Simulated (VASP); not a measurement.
Crystal: AlB2P3.

```
Al B P
1.0
    -1.75131    1.75131    7.43017
     1.75131   -1.75131    7.43017
     1.75131    1.75131   -7.43017
Al B P
1 2 3
Direct
  0.50000 0.50000 0.00000
  0.83333 0.83333 0.00000
  0.16667 0.16667 0.00000
  0.41667 0.91667 0.50000
  0.08333 0.58333 0.50000
  0.75000 0.25000 0.50000
```

| Quantity | Value |
| --- | --- |
| Program | VASP 6.6.1 |
| Task | relaxation of cell and atoms |
| Functional | PBE |
| Potentials or basis | VASP PAW PBE potentials, release 64 (Al, B, P) |
| Cutoff | 600 eV |
| k mesh | 8 × 8 × 8 |
| Occupations | gaussian, width 0.1 eV |
| Spin | no spin polarisation |

At the start: pressure 0.8 GPa; volume 15.19 Å³/atom.

**Question.** How do energy, volume and symmetry change on relaxing?

**Answer.** Over 10 steps the energy falls by 266.3 meV/atom and the volume is 14.47 Å³/atom (-4.7 %); space group I-4m2 (No. 119, to 0.1 Å) before and after.

Step by step:
```
step  energy change (eV)  largest force (eV/Å)  pressure (GPa)  volume (Å³)
   1              0.0000                4.9361            0.83        91.16
   2             -1.2030                1.5866           -5.48        92.19
   3             -1.2045                1.6374           -5.62        92.23
   4             -1.5355                0.8258            2.38        85.39
   5             -1.5366                0.7628            3.00        84.98
   6             -1.5917                0.3291           -0.27        87.01
   7             -1.5971                0.0862            0.43        86.55
   8             -1.5971                0.0699            0.46        86.51
   9             -1.5979                0.0434           -0.22        86.97
  10             -1.5980                0.0235           -0.05        86.85
```

Final structure:
```cif
data_structure
_symmetry_space_group_name_H-M 'P 1'
_symmetry_Int_Tables_number 1
_cell_length_a 7.9053
_cell_length_b 7.9053
_cell_length_c 7.9053
_cell_angle_alpha 155.195
_cell_angle_beta 155.195
_cell_angle_gamma 35.364
_cell_volume 86.85
loop_
_atom_site_label
_atom_site_type_symbol
_atom_site_fract_x
_atom_site_fract_y
_atom_site_fract_z
_atom_site_occupancy
Al1 Al 0.50000 0.50000 0.00000 1
B1 B 0.82357 0.82357 0.00000 1
B2 B 0.17643 0.17643 0.00000 1
P1 P 0.39615 0.89615 0.50000 1
P2 P 0.10385 0.60385 0.50000 1
P3 P 0.75000 0.25000 0.50000 1
```
